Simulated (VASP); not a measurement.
# Pb (Fm-3m) in VASP: a series of runs

Runs on Pb. Level: PBE. Tasks: single point.

All numbers are computed with VASP 6.6.1; they aren't measurements. Logs are shortened: lines on timing, memory, paths and dates and some standing lists are left out, and cuts for length are marked.

## Step 1: The cell of the first run

Symmetry: Fm-3m, No. 225, cubic system. The conventional cell has a = 5.047 Å, b = 5.047 Å, c = 5.047 Å, α = 90.00°, β = 90.00°, γ = 90.00°. Pb (site symmetry m-3m) has 12 Pb at 3.57 Å within 4.7 Å.

## Step 2: Single point, PBE, non-collinear spin, zero start, spin-orbit coupling

Contents of INCAR:

```
SYSTEM = Pb
  PREC = Accurate
  ENCUT = 520
  EDIFF = 1E-6
  ISMEAR = -1
  SIGMA = 0.05
  LREAL = .FALSE.
  LASPH = .TRUE.
  NELM = 150
  ALGO = Normal
  ISIF = 2
  LWAVE = .FALSE.
  LCHARG = .FALSE.
  LNONCOLLINEAR = .TRUE.
  MAGMOM = 0 0 0
  LORBIT = 11
  LSORBIT = .TRUE.
  GGA_COMPAT = .FALSE.
  LORBMOM = .TRUE.
  GGA = PE
  NBANDS = 25
```

Contents of KPOINTS:

```
Automatic mesh
0
G
  9 9 9
  0 0 0
```

Contents of POSCAR:

```
Pb
1.0
    0.0000000000      2.5235621278      2.5235621278
    2.5235621278      0.0000000000      2.5235621278
    2.5235621278      2.5235621278      0.0000000000
Pb
1
Direct
    0.0000000000      0.0000000000      0.0000000000
```

Potentials or basis: VASP PAW PBE potentials, release 64 (Pb_d).

Started as:

```
$ cat potpaw_PBE.64/Pb_d/POTCAR > POTCAR
$ mpirun -np 1 vasp_ncl > vasp.out
```

OUTCAR:

```text
SYSTEM = Pb
   PREC = Accurate
   ENCUT = 520
   EDIFF = 1E-6
   ISMEAR = -1
   LREAL = .FALSE.
   LASPH = .TRUE.
   NELM = 150
   ISIF = 2
   LNONCOLLINEAR = .TRUE.
   LORBIT = 11
   LSORBIT = .TRUE.
   GGA = PE

 ion  position               nearest neighbor table
   1  0.000  0.000  0.000-

  LATTYP: Found a face centered cubic cell.
 ALAT       =     5.0471242556

  Lattice vectors:

 A1 = (   0.0000000000,   2.5235621278,   2.5235621278)
 A2 = (   2.5235621278,   0.0000000000,   2.5235621278)
 A3 = (   2.5235621278,   2.5235621278,   0.0000000000)

Analysis of symmetry for initial positions (statically):
[... 5 lines left out ...]
 face centered cubic supercell.

 Subroutine GETGRP returns: Found 48 space group operations
 (whereof 48 operations were pure point group operations)
 out of a pool of 48 trial point group operations.

The static configuration has the point symmetry O_h .

Analysis of symmetry for dynamics (positions and initial velocities):
[... 5 lines left out ...]
 face centered cubic supercell.

 Subroutine GETGRP returns: Found 48 space group operations
 (whereof 48 operations were pure point group operations)
 out of a pool of 48 trial point group operations.

The dynamic configuration has the point symmetry O_h .

Analysis of structural, dynamic, and magnetic symmetry:
=====================================================================
 Subroutine PRICEL returns:
 Original cell was already a primitive cell.

 Routine SETGRP: Setting up the symmetry group for a
 face centered cubic supercell.

 Subroutine GETGRP returns: Found 48 space group operations
 (whereof 48 operations were pure point group operations)
 out of a pool of 48 trial point group operations.

The overall configuration has the point symmetry O_h .

 Subroutine INISYM returns: Found 48 space group operations
 (whereof 48 operations are pure point group operations),
 and found     1 'primitive' translations

----------------------------------------------------------------------------------------

                                     Primitive cell

  volume of cell :      32.1419

  direct lattice vectors                    reciprocal lattice vectors
     0.000000000  2.523562128  2.523562128    -0.198132629  0.198132629  0.198132629
     2.523562128  0.000000000  2.523562128     0.198132629 -0.198132629  0.198132629
     2.523562128  2.523562128  0.000000000     0.198132629  0.198132629 -0.198132629

  length of vectors
     3.568855787  3.568855787  3.568855787     0.343175781  0.343175781  0.343175781

  position of ions in fractional coordinates (direct lattice)
     0.000000000  0.000000000  0.000000000

  ion indices of the primitive-cell ions
   primitive index   ion index
                 1           1

----------------------------------------------------------------------------------------

 KPOINTS: Automatic mesh

Automatic generation of k-mesh.
 Grid dimensions read from file:
 generate k-points for:    9    9    9

 Generating k-lattice:

  Cartesian coordinates                     Fractional coordinates (reciprocal lattice)
    -0.022014737  0.022014737  0.022014737     0.111111111  0.000000000  0.000000000
     0.022014737 -0.022014737  0.022014737     0.000000000  0.111111111  0.000000000
     0.022014737  0.022014737 -0.022014737     0.000000000  0.000000000  0.111111111

  Length of vectors
     0.038130642  0.038130642  0.038130642

  Shift w.r.t. Gamma in fractional coordinates (k-lattice)
     0.000000000  0.000000000  0.000000000

 Subroutine IBZKPT returns following result:
 ===========================================

 Found     35 irreducible k-points:

 Following reciprocal coordinates:
            Coordinates               Weight
  0.000000  0.000000  0.000000      1.000000
  0.111111  0.000000  0.000000      8.000000
  0.222222  0.000000  0.000000      8.000000
  0.333333  0.000000  0.000000      8.000000
  0.444444  0.000000  0.000000      8.000000
  0.111111  0.111111  0.000000      6.000000
[... 16 lines left out ...]
 -0.333333  0.333333  0.000000     12.000000
  0.444444  0.444444  0.000000      6.000000
 [... further k-points ...]
   k-points           NKPTS =     35   k-points in BZ     NKDIM =     35   number of bands    NBANDS=     25
   number of dos      NEDOS =    301   number of ions     NIONS =      1
   total plane-waves  NPLWV =  21952
   dimension x,y,z NGX =    28 NGY =   28 NGZ =   28
   dimension x,y,z NGXF=    56 NGYF=   56 NGZF=   56
   ions per type =               1
   NGX,Y,Z   is equivalent  to a cutoff of  13.04, 13.04, 13.04 a.u.
   NGXF,Y,Z  is equivalent  to a cutoff of  26.09, 26.09, 26.09 a.u.
 SYSTEM =  Pb
   PREC   = accura    normal or accurate (medium, high low for compatibility)
   ISTART =      0    job   : 0-new  1-cont  2-samecut
   ICHARG =      2    charge: 1-file 2-atom 10-const
   ISPIN  =      1    spin polarized calculation?
   LNONCOLLINEAR =      T non collinear calculations
   LSORBIT =      T    spin-orbit coupling
   LASPH  =      T    aspherical Exc in radial PAW
   ENCUT  =  520.0 eV  38.22 Ry    6.18 a.u.   6.64  6.64  6.64*2*pi/ulx,y,z
   NELM   =    150;   NELMIN=  2; NELMDL= -5     # of ELM steps
   EDIFF  = 0.1E-05   stopping-criterion for ELM
   LREAL  =      F    real-space projection
   EDIFFG = 0.1E-04   stopping-criterion for IOM
   NSW    =      0    number of steps for IOM
   IBRION =     -1    ionic relax: 0-MD 1-quasi-New 2-CG
   NFREE  =      0    steps in history (QN), initial steepest desc. (CG)
   ISIF   =      2    stress and relaxation
   ISYM   =      2    0-nonsym 1-usesym 2-fastsym
   POTIM  = 0.5000    time-step for ionic-motion
   TEBEG  =    0.0;   TEEND  =   0.0 temperature during run
   PSTRESS=    0.0 pullay stress
   NELECT =      14.0000    total number of electrons
   NUPDOWN=      -1.0000    fix difference up-down
   EMIN   =  10.00;   EMAX   =-10.00  energy-range for DOS
   EFERMI =   0.00;   METHOD = LEGACY
   ISMEAR =    -1;   SIGMA  =   0.05  broadening in eV -4-tet -1-fermi 0-gaus
   EFERMI_NEDOS =   21; number of points for ismear=-14 and -15
   IALGO  =     38    algorithm
   IMIX   =      4    mixing-type and parameters
     AMIX     =   0.40;   BMIX     =  1.00
     AMIX_MAG =   1.60;   BMIX_MAG =  1.00
  volume/ion in A,a.u.               =      32.14       216.90
  Fermi-wavevector in a.u.,A,eV,Ry     =   1.240967  2.345087 20.952954  1.539999
  Thomas-Fermi vector in A             =   2.375385
   LORBIT       =     11    0 simple, 1 ext, 2 COOP (PROOUT), +10 PAW based schemes
   GGA     = PE    functional components
   LHFCALC =     F    Hartree Fock is set to
   AEXX    =    0.0000 exact exchange contribution
   IVDW    =     0    specifies the selected vdW correction
   LEPSILON=     F    determine dielectric tensor
   LRPA    =     F    only Hartree local field effects (RPA)
  energy-cutoff  :      520.00
  volume of cell :       32.14
 maximum number of plane-waves:      1786
   NGX = 13   NGY = 13   NGZ = 13

 number of electron      14.0000000 magnetization       0.0000000      0.0000000      0.0000000

 number of electron      14.0000003 magnetization      -0.0000000      0.0000000     -0.0000000

 number of electron      14.0000003 magnetization       0.0000000     -0.0000000      0.0000000

 Free energy of the ion-electron system (eV)
  ---------------------------------------------------
  ext. energy  EPLUGINS =         0.00000000
  ---------------------------------------------------
  free energy    TOTEN  =        -4.11822684 eV

  energy without entropy =       -4.11590660  energy(sigma->0) =       -4.11706672

 E-fermi :   6.5186     XC(G=0):  -9.8873

 val. band max:        6.2881117818   @ k =  -0.3333   0.3333   0.1111
 cond. band min:       6.5780050988   @ k =  -0.2222   0.3333   0.1111
 fundamental gap:      0.2898933170
 Fermi energy:         6.5185845828

 k-point     1 :       0.0000    0.0000    0.0000
  band No.  band energies     occupation
      1     -11.8029      1.00000
      2     -11.8029      1.00000
      3     -11.8029      1.00000
      4     -11.8029      1.00000
      5      -9.3098      1.00000
      6      -9.3098      1.00000
[... 17 lines left out ...]
     24      18.6318      0.00000
     25      18.6321      0.00000
[... 621 lines left out ...]
      3     -11.7365      1.00000
      4     -11.7365      1.00000
      5      -9.2865      1.00000
      6      -9.2865      1.00000
[... 17 lines left out ...]
     24      24.5977      0.00000
     25      25.1270      0.00000

 [... further k-points ...]
[... 5 lines left out ...]
  --------------------------------------------------------------------------------------
  -------------------------------------------------------------------------------------
  Total       -0.0648393     -0.0648393     -0.0648393     -0.0000000     -0.0000000     -0.0000000
  in kB       -3.2320391     -3.2320391     -3.2320391     -0.0000000     -0.0000000     -0.0000000
  external PRESSURE =      -3.2320391 kB  Pullay stress =       0.0000000 kB

 VOLUME and BASIS-vectors are now :
 -----------------------------------------------------------------------------
  energy-cutoff  :      520.00
  volume of cell :       32.14
      direct lattice vectors                 reciprocal lattice vectors
     0.000000000  2.523562128  2.523562128    -0.198132629  0.198132629  0.198132629
     2.523562128  0.000000000  2.523562128     0.198132629 -0.198132629  0.198132629
     2.523562128  2.523562128  0.000000000     0.198132629  0.198132629 -0.198132629

 POSITION                                       TOTAL-FORCE (eV/Angst)
 -----------------------------------------------------------------------------------
      0.00000      0.00000      0.00000        -0.000000      0.000000     -0.000000
 -----------------------------------------------------------------------------------
    total drift:                               -0.000000     -0.000000     -0.000000

  FREE ENERGIE OF THE ION-ELECTRON SYSTEM (eV)
  ---------------------------------------------------
  free  energy   TOTEN  =        -4.1182268432 eV

  energy  without entropy=       -4.1159066045  energy(sigma->0) =       -4.11706672

 orbital moment (x)

 # of ion     p       d       tot
 ----------------------------------------
  1         0.000  -0.000  -0.000
 ----------------------------------------
            0.000  -0.000  -0.000

 orbital moment (y)

 # of ion     p       d       tot
 ----------------------------------------
  1        -0.000  -0.000  -0.000
 ----------------------------------------
           -0.000  -0.000  -0.000

 orbital moment (z)

 # of ion     p       d       tot
 ----------------------------------------
  1         0.000   0.000   0.000
 ----------------------------------------
            0.000   0.000   0.000

 Spin-Orbit-Coupling matrix elements

 Ion:    1  E_soc:     -1.1291084
 l=   1
     0.0000000    -0.1207516    -0.1207516
    -0.1207516     0.0000000    -0.1207516
    -0.1207516    -0.1207516     0.0000000
 l=   2
     0.0000000    -0.0135634     0.0000000    -0.0135634    -0.0538698
    -0.0135634     0.0000000    -0.0404023    -0.0135634    -0.0134674
     0.0000000    -0.0404023     0.0000000    -0.0404023     0.0000000
    -0.0135634    -0.0135634    -0.0404023     0.0000000    -0.0134674
    -0.0538698    -0.0134674     0.0000000    -0.0134674     0.0000000
 l=   3
     0.0000000     0.0000000     0.0000000     0.0000000     0.0000000     0.0000000     0.0000000
     0.0000000     0.0000000     0.0000000     0.0000000     0.0000000     0.0000000     0.0000000
     0.0000000     0.0000000     0.0000000     0.0000000     0.0000000     0.0000000     0.0000000
     0.0000000     0.0000000     0.0000000     0.0000000     0.0000000     0.0000000     0.0000000
     0.0000000     0.0000000     0.0000000     0.0000000     0.0000000     0.0000000     0.0000000
     0.0000000     0.0000000     0.0000000     0.0000000     0.0000000     0.0000000     0.0000000
     0.0000000     0.0000000     0.0000000     0.0000000     0.0000000     0.0000000     0.0000000

 total charge

# of ion       s       p       d       tot
------------------------------------------
    1        1.397   0.736   9.809  11.941

 magnetization (x)

# of ion       s       p       d       tot
------------------------------------------
    1        0.000  -0.000  -0.000   0.000

 magnetization (y)

# of ion       s       p       d       tot
------------------------------------------
    1        0.000  -0.000  -0.000  -0.000

 magnetization (z)

# of ion       s       p       d       tot
------------------------------------------
    1        0.000   0.000   0.000   0.000
```

Run time: 40 s. Hardware: 1 thread of Intel Xeon Platinum 8559C (Emerald Rapids), shared host; peak memory 0.26 GiB.

What came out:

| Quantity | Value |
| --- | --- |
| Free energy | -4.1182 eV |
| Pressure | -0.3 GPa |
| Net moment | 0.00 μB per cell |
| Valence electrons inside the program's atomic spheres | Pb 11.94 |

Moments on the atoms (μB; x, y, z):
```
Pb  0.00 0.00 0.00
```

## Step 3: Single point, PBE

This run uses another cell than the first one, of 30.32 Å³/atom, 0.943 times its volume.

Contents of INCAR:

```
ALGO = Fast ; EDIFF = 1E-6
ENCUT = 520 ; GGA = PE
ISIF = 2 ; ISMEAR = -1
LASPH = True ; LCHARG = True
LELF = True ; LREAL = False
LVHAR = True ; LWAVE = False
NBANDS = 13 ; NELM = 80
PREC = Accurate ; SIGMA = 0.06
```

Contents of KPOINTS:

```
k-points
0
Gamma
  4 4 4
```

Contents of POSCAR:

```
Pb
1.0
    0.0000000000      2.4750200000      2.4750200000
    2.4750200000      0.0000000000      2.4750200000
    2.4750200000      2.4750200000      0.0000000000
Pb
1
Direct
    0.0000000000      0.0000000000      0.0000000000
```

Potentials or basis: VASP PAW PBE potentials, release 64 (Pb_d).

Started as:

```
$ cat potpaw_PBE.64/Pb_d/POTCAR > POTCAR
$ mpirun -np 1 vasp_std > vasp.out
```

Wall time 5.6 s (1 thread of Intel Xeon 6975P-C, shared host); peak memory 0.15 GiB.

The run converged. Its results:

```yaml
Free_energy: -3.3940 eV
Pressure: 1.8 GPa
Band_gap_on_the_k_mesh: zero (band 7 reaches 14.68 eV, above the bottom of band 8 at 5.90 eV)
```

Levels at points of the mesh, in eV from the Fermi level:
```tsv
k point	band 5	band 6	band 7	band 8	band 9	band 10
(0.00, 0.00, 0.00)	-17.36	-12.16	7.02	7.02	7.02	9.37
(0.50, 0.00, 0.00)	-17.23	-8.54	-4.60	5.18	5.18	8.84
(0.50, 0.50, 0.00)	-17.20	-7.13	-3.67	1.65	1.65	4.98
```

Caveat: the k points lie up to 0.55 Å⁻¹ apart; spin-orbit coupling is left out, which moves the levels of the heavy elements.
